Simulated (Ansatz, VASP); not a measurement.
**One calculation of SrTiO3, two programs**

The input INCAR:

```
ALGO     = Normal         # electronic algorithm
EDIFF    = 1E-7           # SCF threshold, eV
ENCUT    = 520            # plane-wave cutoff, eV
GGA      = PS             # functional
ISIF     = 2              # what is computed and relaxed
ISMEAR   = 0              # smearing method
LASPH    = T              # aspherical terms in the spheres
LCHARG   = T              # write CHGCAR
LELF     = T              # ELF
LREAL    = F              # projectors in reciprocal space
LVHAR    = T            
LWAVE    = F              # write WAVECAR
NBANDS   = 51             # bands
NELM     = 80             # most SCF steps
PREC     = Accurate       # precision mode
SIGMA    = 0.05           # smearing width, eV
```

File KPOINTS:

```
k-points
0
Gamma
  8 8 8
```

The input POSCAR:

```
SrTiO3
1.0
   -2.7435446834      2.7435446834      3.9043133139
    2.7435446834     -2.7435446834      3.9043133139
    2.7435446834      2.7435446834     -3.9043133139
Sr Ti O
2 2 6
Direct
    0.7500000000      0.2500000000      0.5000000000
    0.2500000000      0.7500000000      0.5000000000
   -0.0105666309      0.0086702251     -0.0018964058
    0.4894333691      0.5086702251     -0.0018964058
    0.2500000000      0.2500000000      0.0000000000
    0.7500000000      0.7500000000      0.0000000000
    0.7253545255      0.2253545255      0.9507090510
    0.2253545255      0.2746454745      0.5000000000
    0.2746454745      0.7746454745      0.0492909490
    0.7746454745      0.7253545255      0.5000000000
```

Input for Ansatz:

```yaml
crystal:
  lattice:
    - [-2.7435446834, 2.7435446834, 3.9043133139]
    - [2.7435446834, -2.7435446834, 3.9043133139]
    - [2.7435446834, 2.7435446834, -3.9043133139]
  atoms:
    - { symbol: Sr, position: [0.75, 0.25, 0.5] }
    - { symbol: Sr, position: [0.25, 0.75, 0.5] }
    - { symbol: Ti, position: [-0.0105666309, 0.0086702251, -0.0018964058] }
    - { symbol: Ti, position: [0.4894333691, 0.5086702251, -0.0018964058] }
    - { symbol: O, position: [0.25, 0.25, 0.0] }
    - { symbol: O, position: [0.75, 0.75, 0.0] }
    - { symbol: O, position: [0.7253545255, 0.2253545255, 0.950709051] }
    - { symbol: O, position: [0.2253545255, 0.2746454745, 0.5] }
    - { symbol: O, position: [0.2746454745, 0.7746454745, 0.049290949] }
    - { symbol: O, position: [0.7746454745, 0.7253545255, 0.5] }
basis:
  ecutwfc: 420
kpoints:
  mp_grid: { grid: [8, 8, 8] }
hamiltonian:
  xc: pbesol
scf:
  occupations: { method: gaussian, width: 0.05 }
output:
  forces: true
  stress: true
  eigenvalues: true
```

Change from the starting cell: all Ti atoms moved +0.075 Å, as atom 3 towards its neighbour atom 7 (O) at 1.949 Å.

Alike in both runs: task single point; functional PBEsol; k mesh 8 × 8 × 8; occupations gaussian, width 0.05 eV; no spin polarisation.

```csv
,VASP,Ansatz
version,VASP 6.6.1,Ansatz 0.2.0
potentials or method,"VASP PAW PBE potentials, release 64 (Sr_sv, Ti_sv, O), cutoff 520 eV","scalar-relativistic, plane waves, PAW"
valence electrons in the cell,80,80
```

|  | VASP | Ansatz | Ansatz less VASP |
| --- | --- | --- | --- |
| gap on the k mesh at the Fermi level (eV) | 1.94 | 1.97 | +0.031 |
| least direct gap on the mesh (eV) | 1.94 | 1.97 | +0.031 |
| pressure (GPa) | 1.1 | 0.4 | -0.70 |
| traceless stress, the component that is largest in VASP (GPa) | -0.47 | -0.45 | +0.019 |
| rms of the force components (eV/Å) | 0.106 | 0.101 | -0.0057 |

VASP's potentials were made for PBE, not for PBEsol. Atom by atom the forces differ by 0.012 eV/Å (rms over components). The functional is the same, so the differences come from potentials, cutoffs and numerics.
